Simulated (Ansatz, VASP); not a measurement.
# Two plane-wave programs on Si8N

```
Si N
1.0
     4.48812    0.00000    0.00000
     0.00000    4.48812    0.00000
     0.00000    0.00000    5.46462
Si N
8 1
Direct
  0.22717 0.50000 0.50000
  0.77283 0.50000 0.50000
  0.50000 0.22717 0.50000
  0.50000 0.77283 0.50000
  0.70054 0.00000 0.00000
  0.29946 0.00000 0.00000
  0.00000 0.70054 0.00000
  0.00000 0.29946 0.00000
  0.50000 0.50000 0.50000
```

Alike in both runs: task relaxation of cell and atoms; functional PBE; k mesh 4 × 4 × 4; occupations gaussian, width 0.1 eV; no spin polarisation.

```csv
,VASP,Ansatz
version,VASP 6.6.1,Ansatz 0.2.0
potentials or method,"VASP PAW PBE potentials, release 64 (Si, N), cutoff 600 eV","scalar-relativistic, plane waves, PAW"
valence electrons in the cell,37,37
```

```csv
,VASP,Ansatz,Ansatz less VASP
"gap on the k mesh at the Fermi level, each at its own relaxed structure (eV)",none,none,-
relaxed volume (Å³/atom),16.02,16.24,+0.223
relaxed length of the cell vector where the two differ most in proportion (Å),6.209,6.254,+0.0442
```

A gap of «none» marks a metal or a gap that the smearing closes.

Noted on VASP's run: the volume moved by over 15 % at a fixed basis, so the end points are rough.
